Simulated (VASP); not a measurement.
# BaMg3H4 (P3m1) in VASP: notebook, part 2 of 2

VASP 6.6.1. Earlier steps stand in the parts before.

### Step 4. Single point, PBE

This run uses another cell than the first one, of 37.94 Å³/atom.

INCAR reads:

```
  ALGO = Normal
  EDIFF = 1E-6
  ENCUT = 520
  GGA = PE
  ISIF = 2
  ISMEAR = 0
  LASPH = True
  LCHARG = False
  LREAL = False
  LWAVE = False
  NBANDS = 20
  NELM = 100
  PREC = Accurate
  SIGMA = 0.1
```

KPOINTS reads:

```
k-points
0
Gamma
  6 6 1
```

POSCAR reads:

```
BaMg3H4
1.0
    4.7143121400      0.0000000000      0.0000000000
   -2.3571560700      4.0827140800      0.0000000000
    0.0000000000      0.0000000000     15.7690884400
Ba Mg H
1 3 4
Direct
    0.0000000000      0.0000000000      0.6487429900
    0.0000000000      0.0000000000      0.1726684700
    0.3333333300      0.6666666700      0.3868260500
    0.6666666700      0.3333333300      0.9585108900
    0.0000000000      0.0000000000      0.0000000000
    0.3333333300      0.6666666700      0.2141575800
    0.0000000000      0.0000000000      0.4283151500
    0.6666666700      0.3333333300      0.7858424200
```

Potentials or basis: VASP PAW PBE potentials, release 64 (Ba_sv, Mg, H).

Run with:

```bash
> cat potpaw_PBE.64/Ba_sv/POTCAR potpaw_PBE.64/Mg/POTCAR potpaw_PBE.64/H/POTCAR > POTCAR
> mpirun -np 1 vasp_std > vasp.out
```

OUTCAR:

```text
EDIFF = 1E-6
   ENCUT = 520
   GGA = PE
   ISIF = 2
   ISMEAR = 0
   LASPH = True
   LREAL = False
   NELM = 100
   PREC = Accurate

 ion  position               nearest neighbor table
   1  0.000  0.000  0.649-
   2  0.000  0.000  0.173-
   3  0.333  0.667  0.387-
   4  0.667  0.333  0.959-
   5  0.000  0.000  0.000-
   6  0.333  0.667  0.214-
[... 355 lines left out ...]
  -------------------------------------------------------------------------------------
  Total       -7.7621727     -7.7621727    -11.4840410      0.0000000      0.0000000      0.0000000
  in kB      -40.9750972    -40.9750973    -60.6221626      0.0000000      0.0000000      0.0000000
  external PRESSURE =     -47.5241190 kB  Pullay stress =       0.0000000 kB

 VOLUME and BASIS-vectors are now :
 -----------------------------------------------------------------------------
  energy-cutoff  :      520.00
  volume of cell :      303.51
      direct lattice vectors                 reciprocal lattice vectors
     4.714312140  0.000000000  0.000000000     0.212120023  0.122467552  0.000000000
    -2.357156070  4.082714080  0.000000000     0.000000000  0.244935105  0.000000000
     0.000000000  0.000000000 15.769088440     0.000000000  0.000000000  0.063415207

 POSITION                                       TOTAL-FORCE (eV/Angst)
 -----------------------------------------------------------------------------------
      0.00000      0.00000     10.23009         0.000000      0.000000      0.090047
      0.00000      0.00000      2.72282         0.000000      0.000000     -0.130890
     -0.00000      2.72181      6.09989         0.000000      0.000000      0.252313
      2.35716      1.36090     15.11484         0.000000      0.000000     -0.184600
      0.00000      0.00000      0.00000         0.000000      0.000000      0.130487
     -0.00000      2.72181      3.37707        -0.000000      0.000000      0.193003
      0.00000      0.00000      6.75414         0.000000      0.000000     -0.299434
      2.35716      1.36090     12.39202         0.000000     -0.000000     -0.050927
 -----------------------------------------------------------------------------------
    total drift:                               -0.000000      0.000000     -0.000387

  FREE ENERGIE OF THE ION-ELECTRON SYSTEM (eV)
  ---------------------------------------------------
  free  energy   TOTEN  =       -13.6650635440 eV

  energy  without entropy=      -13.6399158387  energy(sigma->0) =      -13.65248969
```

OSZICAR:

```text
N       E                     dE             d eps       ncg     rms          rms(c)
DAV:   1     0.875369734293E+02    0.87537E+02   -0.56947E+03   280   0.686E+02
DAV:   2    -0.280613888115E+01   -0.90343E+02   -0.87237E+02   376   0.118E+02
DAV:   3    -0.148009873591E+02   -0.11995E+02   -0.11943E+02   384   0.462E+01
DAV:   4    -0.155608974287E+02   -0.75991E+00   -0.75933E+00   408   0.850E+00
DAV:   5    -0.155724167435E+02   -0.11519E-01   -0.11519E-01   364   0.125E+00    0.601E+00
DAV:   6    -0.138612563917E+02    0.17112E+01   -0.34856E+00   392   0.436E+00    0.235E+00
DAV:   7    -0.137525008506E+02    0.10876E+00   -0.37309E+00   368   0.364E+00    0.155E+00
DAV:   8    -0.136349728091E+02    0.11753E+00   -0.15492E+00   356   0.213E+00    0.855E-01
DAV:   9    -0.136569570167E+02   -0.21984E-01   -0.63858E-02   348   0.961E-01    0.392E-01
DAV:  10    -0.136647194719E+02   -0.77625E-02   -0.13547E-02   332   0.463E-01    0.148E-01
DAV:  11    -0.136645113400E+02    0.20813E-03   -0.32752E-03   388   0.199E-01    0.507E-02
DAV:  12    -0.136648940478E+02   -0.38271E-03   -0.82491E-04   324   0.101E-01    0.308E-02
DAV:  13    -0.136650352582E+02   -0.14121E-03   -0.15985E-04   316   0.482E-02    0.104E-02
DAV:  14    -0.136650589855E+02   -0.23727E-04   -0.45024E-05   336   0.255E-02    0.647E-03
DAV:  15    -0.136650627234E+02   -0.37379E-05   -0.94495E-06   340   0.110E-02    0.175E-03
DAV:  16    -0.136650635440E+02   -0.82055E-06   -0.21222E-06   328   0.494E-03
   1 F= -.13665064E+02 E0= -.13652490E+02  d E =-.251477E-01
```

stdout:

```text
POSCAR found type information on POSCAR BaMgH
 POSCAR found :  3 types and       8 ions
 scaLAPACK will be used
 LDA part: xc-table for (Slater+PW92), standard interpolation
 POSCAR, INCAR and KPOINTS ok, starting setup
 FFT: planning ... GRIDC
 FFT: planning ... GRID_SOFT
 FFT: planning ... GRID
 WAVECAR not read
 entering main loop
```

Wall time 32 s (1 thread of Intel Xeon 6975P-C (Granite Rapids), shared host); peak memory 0.39 GiB.

What came out:

- Free energy: -13.6651 eV
- Pressure: -4.8 GPa
- Largest force: 0.299 eV/Å
- Band gap on the k mesh: zero (bands 10 and 11 overlap by 0.74 eV)

Forces on the atoms (eV/Å):
```
Ba   0.000  0.000  0.090
Mg   0.000  0.000 -0.131
Mg   0.000  0.000  0.252
Mg   0.000  0.000 -0.185
H    0.000  0.000  0.130
H    0.000  0.000  0.193
H    0.000  0.000 -0.299
H    0.000  0.000 -0.051
```

Caveat: the k points lie up to 0.40 Å⁻¹ apart, too coarse for converged energies and pressures of a metal; spin-orbit coupling is left out, which moves the levels of the heavy elements.

### Step 5. Relaxation of cell and atoms, PBE

INCAR reads:

```
SYSTEM = BaMg3H4
PREC     = Accurate       ! precision mode
ENCUT    = 600            ! plane-wave cutoff, eV
EDIFF    = 1E-7           ! SCF threshold, eV
ISMEAR   = 0              ! smearing method
SIGMA    = 0.1            ! smearing width, eV
LREAL    = .False.        ! projectors in reciprocal space
LASPH    = .True.         ! aspherical terms in the spheres
NELM     = 80             ! most SCF steps
ALGO     = Normal         ! electronic algorithm
ISIF     = 3              ! what is computed and relaxed
LWAVE    = .False.        ! write WAVECAR
LCHARG   = .False.        ! write CHGCAR
GGA      = PE             ! functional
IBRION   = 2              ! ionic algorithm
NSW      = 90             ! ionic steps
EDIFFG   = -0.04          ! ionic threshold
```

KPOINTS reads:

```
regular mesh
0
Gamma
  6 6 2
  0 0 0
```

POSCAR reads:

```
BaMg3H4
1.0
    3.9655417338      0.0000000000      0.0000000000
   -1.9827708669      3.4342598812      0.0000000000
    0.0000000000      0.0000000000     10.0249432217
Ba Mg H
1 3 4
Direct
    0.0000000000      0.0000000000      0.6849544865
    0.0000000000      0.0000000000      0.1858741422
    0.3333333333      0.6666666667      0.4019067102
    0.6666666667      0.3333333333      0.9759132475
    0.0000000000      0.0000000000      0.9858657839
    0.3333333333      0.6666666667      0.1940269766
    0.0000000000      0.0000000000      0.3733241549
    0.6666666667      0.3333333333      0.7931980481
```

Run with:

```bash
> cat potpaw_PBE.64/Ba_sv/POTCAR potpaw_PBE.64/Mg/POTCAR potpaw_PBE.64/H/POTCAR > POTCAR
> mpirun -np 1 vasp_std > vasp.out
```

Run time: 2.2 min. Hardware: 1 thread of Intel Xeon 6975P-C (Granite Rapids), shared host; peak memory 0.3 GiB.

The run converged. Its results:

- Free energy: -19.5486 eV
- Relaxed volume: 17.09 Å³/atom
- Relaxed cell: a = 3.906 Å, b = 3.906 Å, c = 10.350 Å, α = 90.00°, β = 90.00°, γ = 120.00°
- Space group after relaxing (to 0.1 Å): P3m1 (No. 156)
- Energy gained by relaxing: 1.8 meV/atom
- Ionic steps: 10
- Pressure after relaxing: 0.0 GPa
- Largest force after relaxing: 0.029 eV/Å
- Band gap on the k mesh: zero (bands 10 and 11 overlap by 1.25 eV)

Forces in eV/Å, atoms in the order of the input:
```
Ba   0.000  0.000 -0.003
Mg   0.000  0.000 -0.017
Mg   0.000  0.000  0.021
Mg   0.000  0.000 -0.029
H    0.000  0.000  0.020
H    0.000  0.000 -0.018
H    0.000  0.000  0.010
H    0.000  0.000  0.015
```

The path:
```tsv
step	energy change (eV)	largest force (eV/Å)	pressure (GPa)	volume (Å³)
1	0.0000	0.1142	0.13	136.53
2	-0.0021	0.0601	0.04	136.81
3	-0.0039	0.1211	-0.16	137.46
4	-0.0057	0.1164	-0.13	137.36
5	-0.0093	0.1019	-0.05	137.07
6	-0.0084	0.1320	0.14	136.46
7	-0.0103	0.0948	0.03	136.82
8	-0.0129	0.0636	0.01	136.80
9	-0.0137	0.0597	0.00	136.77
10	-0.0146	0.0290	-0.03	136.74
```

Final structure:
```xyz
8
Lattice="3.9058 0.0000 0.0000 -1.9529 3.3826 0.0000 0.0000 0.0000 10.3499" Properties=species:S:1:pos:R:3 pbc="T T T"
Ba    0.0000    0.0000    7.0763
Mg   -1.9529    3.3826    1.9006
Mg    0.0000    2.2550    4.1243
Mg    1.9529    1.1275   10.1062
H     0.0000    0.0000   10.2636
H     0.0000    2.2550    2.0303
H     3.9058    0.0000    3.7840
H     1.9529    1.1275    8.2729
```

Levels at points of the mesh, in eV from the Fermi level:
```csv
k point,band 7,band 8,band 9,band 10,band 11,band 12,band 13,band 14
"(0.00, 0.00, 0.00)",-5.12,-3.55,-0.52,0.93,2.27,2.27,2.36,3.97
"(0.50, 0.00, 0.00)",-4.80,-4.54,-1.39,-0.98,0.04,0.80,2.07,2.37
"(0.00, 0.00, 0.50)",-4.65,-3.86,-0.33,0.55,2.27,2.27,2.50,3.81
"(0.50, 0.00, 0.50)",-4.81,-4.49,-1.24,-1.03,-0.28,1.31,2.13,2.28
```

Caveat: spin-orbit coupling is left out, which moves the levels of the heavy elements.

### Step 6. Single point, PBE

This run uses another cell than the first one, of the same volume but with other edges.

INCAR reads:

```
PREC = Accurate
ENCUT = 520
EDIFF = 1E-7
ISMEAR = 0
SIGMA = 0.1
LREAL = False
LASPH = True
NELM = 100
ALGO = Normal
ISIF = 2
LWAVE = False
LCHARG = False
GGA = PE
NBANDS = 20
```

KPOINTS reads:

```
Automatic mesh
0
Gamma
  12 12 4
```

POSCAR reads:

```
BaMg3H4
1.0
    3.9064439931      0.0000000000      0.0000000000
   -1.9532219966      3.3830797365      0.0000000000
    0.0000000000      0.0000000000     10.3126166799
Ba Mg H
1 3 4
Direct
    0.0000000000      0.0000000000      0.6824764164
    0.0000000000      0.0000000000      0.1833043137
    0.3333333333      0.6666666667      0.3989877965
    0.6666666667      0.3333333333      0.9760943711
    0.0000000000      0.0000000000      0.9899806880
    0.3333333333      0.6666666667      0.1986614117
    0.0000000000      0.0000000000      0.3675665540
    0.6666666667      0.3333333333      0.7979919985
```

Potentials or basis: VASP PAW PBE potentials, release 64 (Ba_sv, Mg, H).

Run with:

```bash
> cat potpaw_PBE.64/Ba_sv/POTCAR potpaw_PBE.64/Mg/POTCAR potpaw_PBE.64/H/POTCAR > POTCAR
> mpirun -np 1 vasp_std > vasp.out
```

Run time: 1.7 min. Hardware: 1 thread of Intel Xeon 6975P-C (Granite Rapids), shared host; peak memory 0.38 GiB.

Results (log left out):

```yaml
Free_energy: -19.5450 eV
Pressure: 0.1 GPa
Largest_force: 0.050 eV/Å
Band_gap_on_the_k_mesh: zero (bands 10 and 11 overlap by 1.29 eV)
```

Forces on the atoms (eV/Å):
```
Ba   0.000  0.000 -0.050
Mg   0.000  0.000 -0.003
Mg   0.000  0.000 -0.022
Mg   0.000  0.000  0.016
H    0.000  0.000  0.010
H    0.000  0.000  0.005
H    0.000  0.000 -0.006
H    0.000  0.000  0.050
```

Levels at points of the mesh, in eV from the Fermi level:
```
           k point  band 7  band 8  band 9  band 10  band 11  band 12  band 13  band 14
(0.00, 0.00, 0.00)   -5.13   -3.56   -0.51     0.97     2.24     2.24     2.32     3.99
(0.50, 0.00, 0.00)   -4.80   -4.55   -1.40    -0.99     0.03     0.79     2.10     2.38
(0.00, 0.00, 0.50)   -4.65   -3.87   -0.31     0.56     2.24     2.24     2.48     3.83
(0.50, 0.00, 0.50)   -4.81   -4.50   -1.25    -1.04    -0.29     1.31     2.14     2.29
```

Caveat: spin-orbit coupling is left out, which moves the levels of the heavy elements.

### Step 7. Summary

```tsv
task	cell	k mesh	cutoff (eV)	gap on the mesh (eV)	pressure (GPa)	largest force (eV/Å)
single point	a = 3.966, b = 3.966, c = 10.025 Å, angles 90.0, 90.0, 120.0°, 8 atoms, atomic positions A	6 × 6 × 1	520	none	0.1	0.04
single point	a = 3.950, b = 3.950, c = 10.122 Å, angles 90.0, 90.0, 120.0°, 8 atoms, atomic positions B	6 × 6 × 2	520	none	0.1	0.06
single point	a = 4.714, b = 4.714, c = 15.769 Å, angles 90.0, 90.0, 120.0°, 8 atoms, atomic positions C	6 × 6 × 1	520	none	-4.8	0.30
relaxation of cell and atoms	relaxed from a = 3.966, b = 3.966, c = 10.025 Å, angles 90.0, 90.0, 120.0°, 8 atoms, atomic positions A	6 × 6 × 2	600	none	0.0	0.03
single point	a = 3.906, b = 3.906, c = 10.313 Å, angles 90.0, 90.0, 120.0°, 8 atoms, atomic positions D	12 × 12 × 4	520	none	0.1	0.05
```

Alike in all rows: level PBE; potentials or basis VASP PAW PBE potentials, release 64 (Ba_sv, Mg, H); no spin polarisation; smearing gaussian 0.1 eV.

Caveats: some runs use coarse meshes; spin-orbit coupling is left out, which moves the levels of the heavy elements.

Absolute energies hang on the potentials; compare differences alone.
